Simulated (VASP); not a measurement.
# Al2O3 (P-6m2) in VASP: further runs

Aim: see how the results for Al2O3 move with the level of theory and the settings. Levels: BLYP+D3(BJ), PBEsol+D3(BJ), LDA. Tasks: single point, relaxation of cell and atoms.

Program: VASP 6.6.1. These are calculated values, not measurements. Logs are shortened: lines on timing, memory, paths and dates and some standing lists are left out, and cuts for length are marked.

### 1 The cell of the first run

It takes space group P-6m2 (No. 187, hexagonal). The conventional cell has a = 2.867 Å, b = 2.867 Å, c = 7.063 Å, α = 90.00°, β = 90.00°, γ = 120.00°. Within 2.4 Å of Al (site symmetry 3m) lie 6 O at 1.79 to 2.16 Å. O (site symmetry 3m) has 3 Al at 1.79 Å within 2.4 Å. O (site symmetry -6m2) has 6 Al at 2.16 Å and 12 O at 2.65 to 2.87 Å within 2.9 Å.

### 2 Single point, BLYP+D3(BJ)

Contents of INCAR:

```
AGGAC    = 1.0          
AGGAX    = 1.0          
ALDAC    = 0.0          
ALDAX    = 1.0          
ALGO     = Normal         # electronic algorithm
EDIFF    = 1E-6           # SCF threshold, eV
ENCUT    = 520            # plane-wave cutoff, eV
GGA      = B5             # functional
ISIF     = 2              # what is computed and relaxed
ISMEAR   = 0              # smearing method
IVDW     = 12             # dispersion correction
LASPH    = True           # aspherical terms in the spheres
LCHARG   = True           # write CHGCAR
LELF     = True           # ELF
LREAL    = False          # projectors in reciprocal space
LVHAR    = True         
LWAVE    = False          # write WAVECAR
NBANDS   = 20             # bands
NELM     = 100            # most SCF steps
PREC     = Accurate       # precision mode
SIGMA    = 0.01           # smearing width, eV
VDW_A1   = 0.4298       
VDW_A2   = 4.2359       
VDW_S6   = 1.0          
VDW_S8   = 2.6996
```

Contents of KPOINTS:

```
k-points
0
Gamma
  12 12 2
```

Contents of POSCAR:

```
Al2O3
1.0
    2.8673765827     -0.0000000029      0.0000000000
   -1.4336882889      2.4832209642      0.0000000000
    0.0000000000      0.0000000000      7.0632287022
Al O
2 3
Direct
    0.0000000000      0.0000000000      0.1972590632
    0.0000000000      0.0000000000      0.8027409368
    0.3333333333      0.6666666667      0.2921462665
    0.6666666667      0.3333333333      0.0000000000
    0.3333333333      0.6666666667      0.7078537335
```

Potentials or basis: VASP PAW PBE potentials, release 64 (Al, O).

Run with:

```sh
$ cat potpaw_PBE.64/Al/POTCAR potpaw_PBE.64/O/POTCAR > POTCAR
$ mpirun -np 1 vasp_std > vasp.out
```

OUTCAR:

```text
EDIFF = 1E-6
   ENCUT = 520
   GGA = B5
   ISIF = 2
   ISMEAR = 0
   IVDW = 12
   LASPH = True
   LREAL = False
   NELM = 100
   PREC = Accurate
 IVDW          = 12

 ion  position               nearest neighbor table
   1  0.000  0.000  0.197-   3 1.79   3 1.79   3 1.79   4 2.16   4 2.16   4 2.16   2 2.79
   2  0.000  0.000  0.803-   5 1.79   5 1.79   5 1.79   4 2.16   4 2.16   4 2.16   1 2.79
   3  0.333  0.667  0.292-   1 1.79   1 1.79   1 1.79
   4  0.667  0.333  0.000-   1 2.16   2 2.16   1 2.16   2 2.16   1 2.16   2 2.16
   5  0.333  0.667  0.708-   2 1.79   2 1.79   2 1.79

  LATTYP: Found a hexagonal cell.
 ALAT       =     2.8673765827
 C/A-ratio  =     2.4633069632

  Lattice vectors:

 A1 = (   2.8673765827,  -0.0000000029,   0.0000000000)
 A2 = (  -1.4336882889,   2.4832209642,   0.0000000000)
 A3 = (   0.0000000000,   0.0000000000,   7.0632287022)

Analysis of symmetry for initial positions (statically):
=====================================================================
 Subroutine PRICEL returns:
 Original cell was already a primitive cell.

 Routine SETGRP: Setting up the symmetry group for a
 hexagonal supercell.

 Subroutine GETGRP returns: Found 12 space group operations
 (whereof 12 operations were pure point group operations)
 out of a pool of 24 trial point group operations.

The static configuration has the point symmetry D_3h.

Analysis of symmetry for dynamics (positions and initial velocities):
=====================================================================
 Subroutine PRICEL returns:
 Original cell was already a primitive cell.

 Routine SETGRP: Setting up the symmetry group for a
 hexagonal supercell.

 Subroutine GETGRP returns: Found 12 space group operations
 (whereof 12 operations were pure point group operations)
 out of a pool of 24 trial point group operations.

The dynamic configuration has the point symmetry D_3h.

 Subroutine INISYM returns: Found 12 space group operations
 (whereof 12 operations are pure point group operations),
 and found     1 'primitive' translations

----------------------------------------------------------------------------------------

                                     Primitive cell

  volume of cell :      50.2925

  direct lattice vectors                    reciprocal lattice vectors
     2.867376583 -0.000000003  0.000000000     0.348750843  0.201351393  0.000000000
    -1.433688289  2.483220964  0.000000000     0.000000000  0.402702786  0.000000000
     0.000000000  0.000000000  7.063228702     0.000000000  0.000000000  0.141578312

  length of vectors
     2.867376583  2.867376583  7.063228702     0.402702786  0.402702786  0.141578312

  position of ions in fractional coordinates (direct lattice)
     0.000000000  0.000000000  0.197259063
     0.000000000  0.000000000  0.802740937
     0.333333333  0.666666667  0.292146266
     0.666666667  0.333333333  0.000000000
     0.333333333  0.666666667  0.707853734

  ion indices of the primitive-cell ions
   primitive index   ion index
                 1           1
                 2           2
                 3           3
                 4           4
                 5           5

----------------------------------------------------------------------------------------

 KPOINTS: k-points

Automatic generation of k-mesh.
 Grid dimensions read from file:
 generate k-points for:   12   12    2

 Generating k-lattice:

  Cartesian coordinates                     Fractional coordinates (reciprocal lattice)
     0.029062570  0.016779283  0.000000000     0.083333333 -0.000000000  0.000000000
     0.000000000  0.033558566  0.000000000     0.000000000  0.083333333  0.000000000
     0.000000000  0.000000000  0.070789156     0.000000000  0.000000000  0.500000000

  Length of vectors
     0.033558566  0.033558566  0.070789156

  Shift w.r.t. Gamma in fractional coordinates (k-lattice)
     0.000000000  0.000000000  0.000000000

 Subroutine IBZKPT returns following result:
 ===========================================

 Found     38 irreducible k-points:

 Following reciprocal coordinates:
            Coordinates               Weight
  0.000000  0.000000  0.000000      1.000000
  0.083333 -0.000000  0.000000      6.000000
  0.166667  0.000000  0.000000      6.000000
  0.250000 -0.000000  0.000000      6.000000
  0.333333 -0.000000  0.000000      6.000000
  0.416667  0.000000  0.000000      6.000000
[... 16 lines left out ...]
  0.250000 -0.000000  0.500000      6.000000
  0.333333 -0.000000  0.500000      6.000000
 [... further k-points ...]
   k-points           NKPTS =     38   k-points in BZ     NKDIM =     38   number of bands    NBANDS=     20
   number of dos      NEDOS =    301   number of ions     NIONS =      5
   total plane-waves  NPLWV =  31104
   dimension x,y,z NGX =    24 NGY =   24 NGZ =   54
   dimension x,y,z NGXF=    48 NGYF=   48 NGZF=  108
   ions per type =               2   3
   NGX,Y,Z   is equivalent  to a cutoff of  13.91, 13.91, 12.71 a.u.
   NGXF,Y,Z  is equivalent  to a cutoff of  27.83, 27.83, 25.42 a.u.
 SYSTEM =  unknown system
   PREC   = accura    normal or accurate (medium, high low for compatibility)
   ISTART =      0    job   : 0-new  1-cont  2-samecut
   ICHARG =      2    charge: 1-file 2-atom 10-const
   ISPIN  =      1    spin polarized calculation?
   LNONCOLLINEAR =      F non collinear calculations
   LSORBIT =      F    spin-orbit coupling
   LASPH  =      T    aspherical Exc in radial PAW
   ENCUT  =  520.0 eV  38.22 Ry    6.18 a.u.   5.33  5.33 13.13*2*pi/ulx,y,z
   NELM   =    100;   NELMIN=  2; NELMDL= -5     # of ELM steps
   EDIFF  = 0.1E-05   stopping-criterion for ELM
   LREAL  =      F    real-space projection
[... 7 lines left out ...]
   TEBEG  =    0.0;   TEEND  =   0.0 temperature during run
   PSTRESS=    0.0 pullay stress
   NELECT =      24.0000    total number of electrons
   NUPDOWN=      -1.0000    fix difference up-down
   EMIN   =  10.00;   EMAX   =-10.00  energy-range for DOS
   EFERMI =   0.00;   METHOD = LEGACY
   ISMEAR =     0;   SIGMA  =   0.01  broadening in eV -4-tet -1-fermi 0-gaus
   EFERMI_NEDOS =   21; number of points for ismear=-14 and -15
   IALGO  =     38    algorithm
   IMIX   =      4    mixing-type and parameters
     AMIX     =   0.40;   BMIX     =  1.00
     AMIX_MAG =   1.60;   BMIX_MAG =  1.00
  volume/ion in A,a.u.               =      10.06        67.88
  Fermi-wavevector in a.u.,A,eV,Ry     =   1.279315  2.417555 22.267929  1.636647
  Thomas-Fermi vector in A             =   2.411807
   LORBIT       =      0    0 simple, 1 ext, 2 COOP (PROOUT), +10 PAW based schemes
   GGA     = B5    functional components
   LHFCALC =     F    Hartree Fock is set to
   AEXX    =    0.0000 exact exchange contribution
   IVDW    =    12    specifies the selected vdW correction
   LEPSILON=     F    determine dielectric tensor
   LRPA    =     F    only Hartree local field effects (RPA)
 non-spin polarized calculation
 Gauss-broadening in eV      SIGMA  =   0.01
  energy-cutoff  :      520.00
  volume of cell :       50.29
 maximum number of plane-waves:      1382
 NGX is ok and might be reduce to    24
   NGX = 11   NGY = 11   NGZ = 27

 number of electron      23.9999999 magnetization

 Free energy of the ion-electron system (eV)
  ---------------------------------------------------
  ext. energy  EPLUGINS =         0.00000000
  ---------------------------------------------------
  free energy    TOTEN  =       -34.56913090 eV

  energy without entropy =      -34.56913090  energy(sigma->0) =      -34.56913090

 E-fermi :   4.7291     XC(G=0): -10.1038

 val. band max:        4.6115183301   @ k =   0.0833   0.0833   0.0000
 cond. band min:       9.2778433999   @ k =   0.0000   0.0000   0.0000
 fundamental gap:      4.6663250698
 Fermi energy:         4.7290603957

 k-point     1 :       0.0000    0.0000    0.0000
  band No.  band energies     occupation
      1     -14.4442      2.00000
      2     -13.3252      2.00000
      3     -12.2201      2.00000
      4      -0.5231      2.00000
      5       1.7272      2.00000
      6       2.7758      2.00000
[... 12 lines left out ...]
     19      19.4496      0.00000
     20      19.6603      0.00000

 k-point     2 :       0.0833   -0.0000    0.0000
  band No.  band energies     occupation
      1     -14.3579      2.00000
      2     -13.2608      2.00000
      3     -12.1874      2.00000
      4      -0.4834      2.00000
      5       1.6169      2.00000
      6       2.5608      2.00000
[... 12 lines left out ...]
     19      19.3619      0.00000
     20      19.6894      0.00000

 k-point     3 :       0.1667    0.0000    0.0000
  band No.  band energies     occupation
      1     -14.1094      2.00000
      2     -13.0800      2.00000
      3     -12.1016      2.00000
      4      -0.4169      2.00000
      5       1.1025      2.00000
      6       1.9776      2.00000
[... 12 lines left out ...]
     19      18.9769      0.00000
     20      20.0452      0.00000

 k-point     4 :       0.2500   -0.0000    0.0000
  band No.  band energies     occupation
      1     -13.7289      2.00000
      2     -12.8180      2.00000
      3     -11.9993      2.00000
      4      -0.5073      2.00000
      5       0.1807      2.00000
      6       1.1939      2.00000
[... 12 lines left out ...]
     19      18.7964      0.00000
     20      19.7625      0.00000

 k-point     5 :       0.3333   -0.0000    0.0000
  band No.  band energies     occupation
      1     -13.2744      2.00000
      2     -12.5361      2.00000
      3     -11.9373      2.00000
      4      -0.8799      2.00000
      5      -0.7606      2.00000
      6       0.4848      2.00000
[... 12 lines left out ...]
     19      19.0299      0.00000
     20      19.4652      0.00000

 k-point     6 :       0.4167    0.0000    0.0000
  band No.  band energies     occupation
      1     -12.8428      2.00000
      2     -12.3145      2.00000
      3     -11.9659      2.00000
      4      -1.4322      2.00000
      5      -1.2803      2.00000
      6      -0.0015      2.00000
[... 12 lines left out ...]
     19      19.0471      0.00000
     20      19.4629      0.00000

 k-point     7 :       0.5000   -0.0000    0.0000
  band No.  band energies     occupation
      1     -12.6274      2.00000
      2     -12.2297      2.00000
      3     -12.0278      2.00000
      4      -1.6743      2.00000
      5      -1.4424      2.00000
      6      -0.1748      2.00000
[... 12 lines left out ...]
     19      18.8266      0.00000
     20      19.6181      0.00000
[... 277 lines left out ...]
 k-point    20 :       0.0000    0.0000    0.5000
  band No.  band energies     occupation
      1     -14.4059      2.00000
      2     -13.4321      2.00000
      3     -12.1402      2.00000
      4      -0.8103      2.00000
      5       2.7449      2.00000
      6       2.8097      2.00000
[... 12 lines left out ...]
     19      19.5162      0.00000
     20      19.5277      0.00000

 k-point    21 :       0.0833   -0.0000    0.5000
  band No.  band energies     occupation
      1     -14.3199      2.00000
      2     -13.3668      2.00000
      3     -12.1090      2.00000
      4      -0.7467      2.00000
      5       2.2798      2.00000
      6       2.5264      2.00000
[... 12 lines left out ...]
     19      19.6220      0.00000
     20      19.6748      0.00000

 k-point    22 :       0.1667    0.0000    0.5000
  band No.  band energies     occupation
      1     -14.0717      2.00000
      2     -13.1823      2.00000
      3     -12.0282      2.00000
      4      -0.6036      2.00000
      5       1.3899      2.00000
      6       1.7676      2.00000
[... 12 lines left out ...]
     19      18.9109      0.00000
     20      19.7690      0.00000

 k-point    23 :       0.2500   -0.0000    0.5000
  band No.  band energies     occupation
      1     -13.6921      2.00000
      2     -12.9148      2.00000
      3     -11.9339      2.00000
      4      -0.5927      2.00000
      5       0.3144      2.00000
      6       1.2370      2.00000
[... 12 lines left out ...]
     19      18.1000      0.00000
     20      19.8646      0.00000

 k-point    24 :       0.3333   -0.0000    0.5000
  band No.  band energies     occupation
      1     -13.2384      2.00000
      2     -12.6261      2.00000
      3     -11.8807      2.00000
      4      -0.9551      2.00000
      5      -0.6729      2.00000
      6       0.6563      2.00000
[... 12 lines left out ...]
     19      18.2128      0.00000
     20      19.8105      0.00000

 [... further k-points ...]

------------------------ aborting loop because EDIFF is reached ----------------------------------------

 Edisp (eV)   -2.14428

 E8    (eV) :    -1.4710

  FORCE on cell =-STRESS in cart. coord.  units (eV):
  Direction    XX          YY          ZZ          XY          YZ          ZX
  --------------------------------------------------------------------------------------
  -------------------------------------------------------------------------------------
  Total       0.30107     0.30107    -0.00496    -0.00000    -0.00000     0.00000
  in kB       9.59122     9.59122    -0.15805    -0.00000    -0.00000     0.00000
  external pressure =        6.34 kB  Pullay stress =        0.00 kB

 VOLUME and BASIS-vectors are now :
 -----------------------------------------------------------------------------
  energy-cutoff  :      520.00
  volume of cell :       50.29
      direct lattice vectors                 reciprocal lattice vectors
     2.867376583 -0.000000003  0.000000000     0.348750843  0.201351393  0.000000000
    -1.433688289  2.483220964  0.000000000     0.000000000  0.402702786  0.000000000
     0.000000000  0.000000000  7.063228702     0.000000000  0.000000000  0.141578312

 POSITION                                       TOTAL-FORCE (eV/Angst)
 -----------------------------------------------------------------------------------
      0.00000      0.00000      1.39329        -0.000000      0.000000      0.000821
      0.00000      0.00000      5.66994        -0.000000      0.000000     -0.000821
      0.00000      1.65548      2.06350         0.000000     -0.000000      0.020150
      1.43369      0.82774      0.00000        -0.000000     -0.000000      0.000000
      0.00000      1.65548      4.99973         0.000000     -0.000000     -0.020150
 -----------------------------------------------------------------------------------
    total drift:                                0.000000     -0.000000      0.000000

  FREE ENERGIE OF THE ION-ELECTRON SYSTEM (eV)
  ---------------------------------------------------
  free  energy   TOTEN  =       -36.7134097574 eV

  energy  without entropy=      -36.7134097574  energy(sigma->0) =      -36.71340976
```

Run time: 52 s. Hardware: 1 thread of AMD EPYC 7R43 (Zen 3), shared host; peak memory 0.16 GiB.

What came out:

- Free energy: -36.7134 eV
- Pressure: 0.6 GPa
- Largest force: 0.020 eV/Å
- Band gap on the k mesh: 4.67 eV, indirect (least direct gap 4.77 eV)
- Dispersion energy per atom: -0.429 eV

Forces on the atoms (eV/Å):
```
Al   0.000  0.000  0.001
Al   0.000  0.000 -0.001
O    0.000  0.000  0.020
O    0.000  0.000  0.000
O    0.000  0.000 -0.020
```

Stress tensor (GPa, compression positive):
```
 0.96  0.00  0.00
 0.00  0.96  0.00
 0.00  0.00 -0.02
```

Levels at points of the mesh, in eV from the valence-band top:
```
           k point  band 10  band 11  band 12  band 13  band 14  band 15
(0.00, 0.00, 0.00)    -0.89    -0.89    -0.10     4.67     7.68     8.51
(0.50, 0.00, 0.00)    -1.37    -1.22    -0.83     7.69     8.76     8.97
(0.00, 0.00, 0.50)    -1.05    -0.87    -0.87     5.24     7.20     8.44
(0.50, 0.00, 0.50)    -1.42    -1.33    -0.53     7.83     8.57     9.40
```

Caveat: the k points lie up to 0.44 Å⁻¹ apart; the PAW data sets were made with another functional, which shifts forces and pressure a little. A k mesh can miss the band edges.

(Part 1 of 3 ends here.)
